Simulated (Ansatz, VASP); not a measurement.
Ge: VASP beside Ansatz

Contents of INCAR:

```
PREC     = Accurate       # precision mode
ENCUT    = 520            # plane-wave cutoff, eV
EDIFF    = 1E-6           # SCF threshold, eV
ISMEAR   = 0              # smearing method
SIGMA    = 0.15           # smearing width, eV
LREAL    = F              # projectors in reciprocal space
LASPH    = T              # aspherical terms in the spheres
NELM     = 80             # most SCF steps
ALGO     = Normal         # electronic algorithm
ISIF     = 2              # what is computed and relaxed
LWAVE    = F              # write WAVECAR
LCHARG   = T              # write CHGCAR
GGA      = CA             # functional
LELF     = T              # ELF
LVHAR    = T            
NBANDS   = 21             # bands
```

The input KPOINTS:

```
Automatic mesh
0
Gamma
  14 14 14
```

File POSCAR:

```
Ge
1.0
    0.0000000000      2.8287700000      3.0550716000
    2.8287700000      0.0000000000      3.0550716000
    2.8287700000      2.8287700000      0.0000000000
Ge
2
Direct
    0.5000000000      0.5000000000      0.5000000000
    0.7500000000      0.7500000000      0.7500000000
```

Input for Ansatz:

```yaml
crystal:
  lattice:
    - [0.0, 2.82877, 3.0550716]
    - [2.82877, 0.0, 3.0550716]
    - [2.82877, 2.82877, 0.0]
  atoms:
    - { symbol: Ge, position: [0.5, 0.5, 0.5] }
    - { symbol: Ge, position: [0.75, 0.75, 0.75] }
basis:
  ecutwfc: 420
kpoints:
  mp_grid: { grid: [14, 14, 14] }
hamiltonian:
  xc: lda
scf:
  occupations: { method: gaussian, width: 0.15 }
output:
  forces: true
  stress: true
  eigenvalues: true
```

Change from the starting cell: strain +0.000 along x and y, +0.080 along z, atoms carried along.

Alike in both runs: task single point; functional LDA; k mesh 14 × 14 × 14; occupations gaussian, width 0.15 eV; no spin polarisation.

|  | VASP | Ansatz |
| --- | --- | --- |
| version | VASP 6.6.1 | Ansatz 0.2.0 |
| potentials or method | VASP PAW LDA potentials, release 64 (Ge_d), cutoff 520 eV | scalar-relativistic, plane waves, PAW |
| valence electrons in the cell | 28 | 28 |

|  | VASP | Ansatz | Ansatz less VASP |
| --- | --- | --- | --- |
| gap on the k mesh at the Fermi level (eV) | none | none | - |
| pressure (GPa) | -5.3 | -5.4 | -0.06 |
| traceless stress, the component that is largest in VASP (GPa) | -3.74 | -3.72 | +0.015 |

LDA's correlation is that of Perdew and Zunger in VASP and of Perdew and Wang (1992) in Ansatz. A gap of «none» marks a metal or a gap that the smearing closes.
